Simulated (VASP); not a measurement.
# Mg2BeS3 (Cmc2_1) in VASP: further runs, part 2 of 2

VASP 6.6.1. Earlier steps stand in the parts before.

### Step 3. Single point, PBE (18.05 Å³/atom)

This run uses another cell than the first one, of 18.05 Å³/atom.

Input file INCAR:

```
SYSTEM = Mg2BeS3
ALGO = Normal
EDIFF = 1E-6
ENCUT = 520
GGA = PE
ISIF = 2
ISMEAR = 0
LASPH = .TRUE.
LCHARG = .FALSE.
LREAL = .FALSE.
LWAVE = .FALSE.
NBANDS = 36
NELM = 100
PREC = Accurate
SIGMA = 0.02
```

Input file KPOINTS:

```
k-points
0
G
  4 4 4
  0 0 0
```

Input file POSCAR:

```
Mg2BeS3
1.0
    5.6390197935     -3.2634102378      0.0000000000
    5.6390197935      3.2634102378      0.0000000000
    0.0000000000      0.0000000000      5.8838789391
Mg Be S
4 2 6
Direct
    0.4889631158      0.8341064777      1.0027944296
    0.5110368842      0.1658935223      0.5027944296
    0.1658935223      0.5110368842      1.0027944296
    0.8341064777      0.4889631158      0.5027944296
    0.1569940868      0.8430059132      0.4936597821
    0.8430059132      0.1569940868      0.9936597821
    0.1667897287      0.5337316032      0.5946754303
    0.4662683968      0.8332102713      0.5946754303
    0.8714304021      0.1285695979      0.6434004985
    0.8332102713      0.4662683968      0.0946754303
    0.5337316032      0.1667897287      0.0946754303
    0.1285695979      0.8714304021      0.1434004985
```

Potentials or basis: VASP PAW PBE potentials, release 64 (Mg, Be, S).

Started as:

```sh
$ cat potpaw_PBE.64/Mg/POTCAR potpaw_PBE.64/Be/POTCAR potpaw_PBE.64/S/POTCAR > POTCAR
$ mpirun -np 1 vasp_std > vasp.out
```

Run time: 2.2 min. Hardware: 1 thread of AMD EPYC 9R45 (Zen 5), shared host; peak memory 0.37 GiB.

Results (log left out):

* Free energy: -53.1682 eV
* Pressure: 7.3 GPa
* Largest force: 0.013 eV/Å
* Band gap on the k mesh: 4.06 eV (least direct gap 4.17 eV)

Forces on the atoms (eV/Å):
```
Mg   0.000  0.000 -0.001
Mg   0.000  0.000 -0.001
Mg   0.000  0.000 -0.001
Mg   0.000  0.000 -0.001
Be   0.000  0.000 -0.002
Be   0.000  0.000 -0.002
S   -0.009 -0.007  0.004
S    0.009 -0.007  0.004
S    0.000  0.012 -0.005
S    0.009  0.007  0.004
S   -0.009  0.007  0.004
S    0.000 -0.012 -0.005
```

Levels at points of the mesh, in eV from the valence-band top:
```csv
k point,band 22,band 23,band 24,band 25,band 26,band 27
"(0.00, 0.00, 0.00)",-0.25,-0.24,0.00,4.17,4.20,4.33
"(0.50, 0.00, 0.00)",-0.71,-0.57,-0.54,4.28,4.90,5.47
"(0.50, 0.50, 0.00)",-0.66,-0.55,-0.51,4.06,5.12,5.60
"(0.00, 0.00, 0.50)",-0.65,-0.42,-0.42,4.91,4.91,5.62
"(0.50, 0.00, 0.50)",-0.90,-0.81,-0.81,4.37,4.37,5.27
"(0.50, 0.50, 0.50)",-0.99,-0.69,-0.69,4.46,4.46,5.13
```

Caveat: the cell stands under pressure. A k mesh can miss the band edges.

### Step 4. Single point, PBE

Input file INCAR:

```
SYSTEM = Mg2BeS3
PREC = Accurate ; ENCUT = 520
EDIFF = 1E-7 ; ISMEAR = 0
SIGMA = 0.02 ; LREAL = .False.
LASPH = .True. ; NELM = 80
ALGO = Normal ; ISIF = 2
LWAVE = .False. ; LCHARG = .True.
GGA = PE ; LELF = .True.
LVHAR = .True. ; NBANDS = 36
```

Input file KPOINTS:

```
Automatic mesh
0
Gamma
  4 4 4
  0 0 0
```

Input file POSCAR:

```
Mg2BeS3
1.0
    5.7984597599     -3.3455105439      0.0000000000
    5.7984597599      3.3455105439      0.0000000000
    0.0000000000      0.0000000000      6.1337006430
Mg Be S
4 2 6
Direct
    0.4888516806      0.8340839998      0.9983579375
    0.5111483194      0.1659160002      0.4983579375
    0.1659160002      0.5111483194      0.9983579375
    0.8340839998      0.4888516806      0.4983579375
    0.1559791056      0.8440208944      0.4954658061
    0.8440208944      0.1559791056      0.9954658061
    0.1661090979      0.5340104355      0.5968206720
    0.4659895645      0.8338909021      0.5968206720
    0.8690968861      0.1309031139      0.6461769750
    0.8338909021      0.4659895645      0.0968206720
    0.5340104355      0.1661090979      0.0968206720
    0.1309031139      0.8690968861      0.1461769750
```

Started as:

```sh
$ cat potpaw_PBE.64/Mg/POTCAR potpaw_PBE.64/Be/POTCAR potpaw_PBE.64/S/POTCAR > POTCAR
$ mpirun -np 1 vasp_std > vasp.out
```

Run time: 3.2 min. Hardware: 1 thread of AMD EPYC 9R45 (Zen 5), shared host; peak memory 0.39 GiB.

The run converged. Its results:

```
Free energy            : -53.6149 eV
Pressure               : -0.1 GPa
Largest force          : 0.015 eV/Å
Band gap on the k mesh : 3.74 eV
```

Forces on the atoms (eV/Å):
```
Mg   0.002 -0.002  0.000
Mg  -0.002  0.002  0.000
Mg  -0.002 -0.002  0.000
Mg   0.002  0.002  0.000
Be   0.000 -0.002  0.000
Be   0.000  0.002  0.000
S   -0.013 -0.004  0.005
S    0.013 -0.004  0.005
S    0.000  0.006 -0.010
S    0.013  0.004  0.005
S   -0.013  0.004  0.005
S    0.000 -0.006 -0.010
```

Levels at points of the mesh, in eV from the valence-band top:
```
           k point  band 20  band 21  band 22  band 23  band 24  band 25  band 26  band 27  band 28  band 29
(0.00, 0.00, 0.00)    -0.71    -0.67    -0.12    -0.12     0.00     3.74     4.40     4.55     4.58     6.06
(0.50, 0.00, 0.00)    -0.71    -0.71    -0.57    -0.48    -0.41     4.43     4.91     5.44     5.52     5.76
(0.50, 0.50, 0.00)    -1.05    -0.53    -0.52    -0.43    -0.42     4.19     5.07     5.64     5.65     5.68
(0.00, 0.00, 0.50)    -0.54    -0.46    -0.46    -0.33    -0.33     4.74     4.74     5.44     5.44     5.99
(0.50, 0.00, 0.50)    -0.94    -0.75    -0.75    -0.66    -0.66     4.42     4.42     5.26     5.26     5.78
(0.50, 0.50, 0.50)    -1.01    -0.82    -0.82    -0.56    -0.56     4.49     4.49     5.19     5.19     5.72
```

### Step 5. Relaxation of shape and atoms at fixed volume, PBE (18.05 Å³/atom)

This run uses another cell than the first one, of 18.05 Å³/atom.

Input file INCAR:

```
SYSTEM = Mg2BeS3
  PREC = Accurate
  ENCUT = 600
  EDIFF = 1E-6
  ISMEAR = 0
  SIGMA = 0.02
  LREAL = .False.
  LASPH = .True.
  NELM = 100
  ALGO = Normal
  ISIF = 4
  LWAVE = .False.
  LCHARG = .False.
  GGA = PE
  IBRION = 2
  NSW = 50
  EDIFFG = -0.01
```

KPOINTS is that of step 4.

Input file POSCAR:

```
Mg2BeS3
1.0
    5.6310073542     -3.2529876659      0.0000000000
    5.6310073542      3.2529876659      0.0000000000
    0.0000000000      0.0000000000      5.9111299648
Mg Be S
4 2 6
Direct
    0.4887455939      0.8344032619      1.0008196663
    0.5112544061      0.1655967381      0.5008196663
    0.1655967381      0.5112544061      1.0008196663
    0.8344032619      0.4887455939      0.5008196663
    0.1565866345      0.8434133655      0.4943428275
    0.8434133655      0.1565866345      0.9943428275
    0.1667191903      0.5337924253      0.5956371940
    0.4662075747      0.8332808097      0.5956371940
    0.8704635246      0.1295364754      0.6447434523
    0.8332808097      0.4662075747      0.0956371940
    0.5337924253      0.1667191903      0.0956371940
    0.1295364754      0.8704635246      0.1447434523
```

Started as:

```sh
$ cat potpaw_PBE.64/Mg/POTCAR potpaw_PBE.64/Be/POTCAR potpaw_PBE.64/S/POTCAR > POTCAR
$ mpirun -np 1 vasp_std > vasp.out
```

Wall time 8.5 min (1 thread of AMD EPYC 9R45 (Zen 5), shared host); peak memory 0.44 GiB.

It converged, with:

* Free energy: -53.1703 eV
* Energy gained by relaxing: 0.1 meV/atom
* Ionic steps: 7
* Pressure after relaxing: 7.3 GPa
* Largest force after relaxing: 0.008 eV/Å
* Band gap on the k mesh: 4.07 eV (least direct gap 4.17 eV)

Forces in eV/Å, atoms in the order of the input:
```
Mg   0.005 -0.001  0.005
Mg  -0.005  0.001  0.005
Mg  -0.005 -0.001  0.005
Mg   0.005  0.001  0.005
Be   0.000 -0.004 -0.007
Be   0.000  0.004 -0.007
S   -0.001 -0.002  0.003
S    0.001 -0.002  0.003
S    0.000  0.000 -0.007
S    0.001  0.002  0.003
S   -0.001  0.002  0.003
S    0.000  0.000 -0.007
```

Step by step:
```tsv
step	energy change (eV)	largest force (eV/Å)	pressure (GPa)	volume (Å³)
1	0.0000	0.0233	7.35	216.56
2	-0.0003	0.0187	7.34	216.56
3	-0.0005	0.0335	7.33	216.56
4	-0.0006	0.0268	7.33	216.56
5	-0.0009	0.0150	7.31	216.56
6	-0.0009	0.0161	7.30	216.56
7	-0.0010	0.0084	7.30	216.56
```

Final structure:
```xyz
12
Lattice="5.6392 -3.2612 0.0000 5.6392 3.2612 0.0000 0.0000 0.0000 5.8877" Properties=species:S:1:pos:R:3 pbc="T T T"
Mg    7.4602    1.1263    0.0135
Mg    3.8183   -1.1263    2.9574
Mg    3.8183    1.1263    0.0135
Mg    7.4602   -1.1263    2.9574
Be    5.6392    2.2380    2.9094
Be    5.6392   -2.2380    5.8532
S     3.9493    1.1966    3.5013
S     7.3292    1.1966    3.5013
S     5.6392   -2.4207    3.7911
S     7.3292   -1.1966    0.5574
S     3.9493   -1.1966    0.5574
S     5.6392    2.4207    0.8473
```

Levels at points of the mesh, in eV from the valence-band top:
| k point | band 22 | band 23 | band 24 | band 25 | band 26 | band 27 |
| --- | --- | --- | --- | --- | --- | --- |
| (0.00, 0.00, 0.00) | -0.24 | -0.23 | 0.00 | 4.17 | 4.20 | 4.33 |
| (0.50, 0.00, 0.00) | -0.70 | -0.57 | -0.54 | 4.29 | 4.91 | 5.47 |
| (0.50, 0.50, 0.00) | -0.65 | -0.55 | -0.51 | 4.07 | 5.13 | 5.60 |
| (0.00, 0.00, 0.50) | -0.64 | -0.42 | -0.42 | 4.91 | 4.91 | 5.63 |
| (0.50, 0.00, 0.50) | -0.90 | -0.80 | -0.80 | 4.37 | 4.37 | 5.27 |
| (0.50, 0.50, 0.50) | -0.98 | -0.69 | -0.69 | 4.46 | 4.46 | 5.14 |

A k mesh can miss the band edges.

### Step 6. Summary

```tsv
task	cell	cutoff (eV)	smearing	gap on the mesh (eV)	pressure (GPa)	largest force (eV/Å)
relaxation of cell and atoms	relaxed from a = 6.694, b = 6.694, c = 6.134 Å, angles 90.0, 90.0, 60.0°, 12 atoms, atomic positions A	600	gaussian 0.01 eV	3.75	0.0	-
single point	a = 6.515, b = 6.515, c = 5.884 Å, angles 90.0, 90.0, 60.1°, 12 atoms, atomic positions B	520	gaussian 0.02 eV	4.06	7.3	0.01
single point	a = 6.694, b = 6.694, c = 6.134 Å, angles 90.0, 90.0, 60.0°, 12 atoms, atomic positions A	520	gaussian 0.02 eV	3.74	-0.1	0.01
relaxation of shape and atoms at fixed volume	relaxed from a = 6.503, b = 6.503, c = 5.911 Å, angles 90.0, 90.0, 60.0°, 12 atoms, atomic positions C	600	gaussian 0.02 eV	4.07	7.3	0.01
```

Alike in all rows: level PBE; potentials or basis VASP PAW PBE potentials, release 64 (Mg, Be, S); no spin polarisation; k mesh 4 × 4 × 4.

Caveats: the cell stands under pressure (at least some runs).

Absolute energies hang on the potentials; compare differences alone.
